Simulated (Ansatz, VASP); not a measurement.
**One calculation of BaTiO3, two programs**

```
Ba Ti O
1.0
     2.81688    1.62633    2.43420
    -2.81688    1.62633    2.43420
     0.00000   -3.25266    2.43420
Ba Ti O
1 1 3
Cartesian
  0.0000 0.0000 0.0362
  0.0000 0.0000 3.7914
  0.0000 -1.5918 4.7578
  -1.3785 0.7959 4.7578
  1.3785 0.7959 4.7578
```

Alike in both runs: task single point; functional PBE; k mesh 6 × 6 × 6; occupations gaussian, width 0.05 eV; no spin polarisation.

```csv
,VASP,Ansatz
version,VASP 6.6.1,Ansatz 0.2.0
potentials or method,"VASP PAW PBE potentials, release 64 (Ba_sv, Ti_sv, O_h), cutoff 1340 eV","scalar-relativistic, plane waves, PAW"
valence electrons in the cell,40,40
```

Ansatz gave:

| Property | Result |
| --- | --- |
| gap on the k mesh at the Fermi level (eV) | 2.62 |
| least direct gap on the mesh (eV) | 3.03 |
| pressure (GPa) | 0.7 |
| traceless stress, the component that is largest in VASP (GPa) | -6.51 |
| rms of the force components (eV/Å) | 0.075 |

Question: What did VASP give for the same quantities?

Answer: gap on the k mesh at the Fermi level (eV): 2.59; least direct gap on the mesh (eV): 3.02; pressure (GPa): 2.0; traceless stress, the component that is largest in VASP (GPa): -6.75; rms of the force components (eV/Å): 0.070.

Atom by atom the forces differ by 0.023 eV/Å (rms over components). With one functional, cell and mesh, what is left measures potentials, basis and numerics.

Spin-orbit coupling is off throughout.
